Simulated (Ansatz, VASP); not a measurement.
Ta2Si: VASP beside Ansatz

```
Ta Si
1.0
    -3.06838    3.06838    2.51990
     3.06838   -3.06838    2.51990
     3.06838    3.06838   -2.51990
Ta Si
4 2
Direct
  0.64578 0.81965 0.46543
  0.81965 0.35422 0.17387
  0.35422 0.18035 0.53457
  0.18035 0.64578 0.82613
  0.22586 0.22586 0.00000
  0.77414 0.77414 0.00000
```

Change from the starting cell: mode 4 (110.0 1/cm) frozen in, largest displacement -0.150 Å.

Alike in both runs: task single point; functional PBEsol; k mesh 12 × 12 × 12; occupations gaussian, width 0.15 eV; no spin polarisation.

|  | VASP | Ansatz |
| --- | --- | --- |
| version | VASP 6.6.1 | Ansatz 0.2.0 |
| potentials or method | VASP PAW PBE potentials, release 64 (Ta_pv, Si), cutoff 520 eV | scalar-relativistic, plane waves, PAW |
| valence electrons in the cell | 52 | 60 |

```csv
,VASP,Ansatz,Ansatz less VASP
gap on the k mesh at the Fermi level (eV),none,none,-
pressure (GPa),2.7,2.4,-0.29
"traceless stress, the component that is largest in VASP (GPa)",4.51,4.54,+0.028
rms of the force components (eV/Å),0.746,0.745,-0.0010
```

VASP's potentials were made for PBE, not for PBEsol. Atom by atom the forces differ by 0.005 eV/Å (rms over components). A gap of «none» marks a metal or a gap that the smearing closes. With one functional, cell and mesh, what is left measures potentials, basis and numerics. VASP's potentials hold 52 valence electrons a cell and Ansatz's 60, so a difference there can come from the potentials and not from the codes.

Spin-orbit coupling is off throughout.
